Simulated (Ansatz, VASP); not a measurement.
**Si3Cl2 in VASP and in Ansatz**

```
CELL_PARAMETERS angstrom
4.34858 0.00000 0.00000
-2.17429 3.76598 0.00000
0.00000 0.00000 5.90683
ATOMIC_POSITIONS crystal
Si 0.66667 0.33333 0.83659
Si 0.33333 0.66667 0.16341
Si 0.00000 0.00000 0.00000
Cl 0.66667 0.33333 0.38154
Cl 0.33333 0.66667 0.61846
```

Change from the starting cell: species swapped into the In2Au3 type (P-3m1, No. 164).

Alike in both runs: functional PBE; k mesh 4 × 4 × 3; occupations gaussian, width 0.2 eV; no spin polarisation.

Ansatz relaxed the structure, and its values are those at the end. VASP's run is a single point on that final structure, the one shown.

|  | VASP | Ansatz |
| --- | --- | --- |
| version | VASP 6.6.1 | Ansatz 0.2.0 |
| potentials or method | VASP PAW PBE potentials, release 64 (Si, Cl), cutoff 500 eV | scalar-relativistic, plane waves, PAW |
| valence electrons in the cell | 26 | 26 |

VASP gave:

```
gap on the k mesh at the Fermi level (eV) : none
pressure (GPa)                            : 0.2
rms of the force components (eV/Å)        : 0.013
```

Problem. Estimate Ansatz's values.

Solution. gap on the k mesh at the Fermi level (eV): none; pressure (GPa): 0.3; rms of the force components (eV/Å): 0.016.

A gap of «none» marks a metal or a gap that the smearing closes. The functional is the same, so the differences come from potentials, cutoffs and numerics.

The k mesh is coarse, so the values compare programs but aren't converged.
